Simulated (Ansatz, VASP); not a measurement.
One calculation of Te2Mo, two programs

```
Te Mo
1.0
     3.55698    0.00000    0.00000
    -1.77849    3.08043    0.00000
     0.00000    0.00000   15.21176
Te Mo
4 2
Direct
  0.33333 0.66667 0.63115
  0.66667 0.33333 0.13115
  0.33333 0.66667 0.86885
  0.66667 0.33333 0.36885
  0.33333 0.66667 0.25000
  0.66667 0.33333 0.75000
```

Alike in both runs: functional PBE; k mesh 12 × 12 × 2; occupations gaussian, width 0.02 eV; no spin polarisation.

Ansatz relaxed the structure, and its values are those at the end. VASP's run is a single point on that final structure, the one shown.

|  | VASP | Ansatz |
| --- | --- | --- |
| version | VASP 6.6.1 | Ansatz 0.2.0 |
| potentials or method | VASP PAW PBE potentials, release 64 (Te, Mo_sv), cutoff 520 eV | scalar-relativistic, plane waves, PAW |
| valence electrons in the cell | 52 | 92 |

```tsv
	VASP	Ansatz	Ansatz less VASP
gap on the k mesh at the Fermi level (eV)	1.01	1.00	-0.004
least direct gap on the mesh (eV)	1.03	1.03	+0.001
pressure (GPa)	0.0	0.0	-0.01
rms of the force components (eV/Å)	0.006	0.000	-0.0058
```

The functional is the same, so the differences come from potentials, cutoffs and numerics. VASP's potentials hold 52 valence electrons a cell and Ansatz's 92, so a difference there can come from the potentials and not from the codes.

Spin-orbit coupling is off throughout.
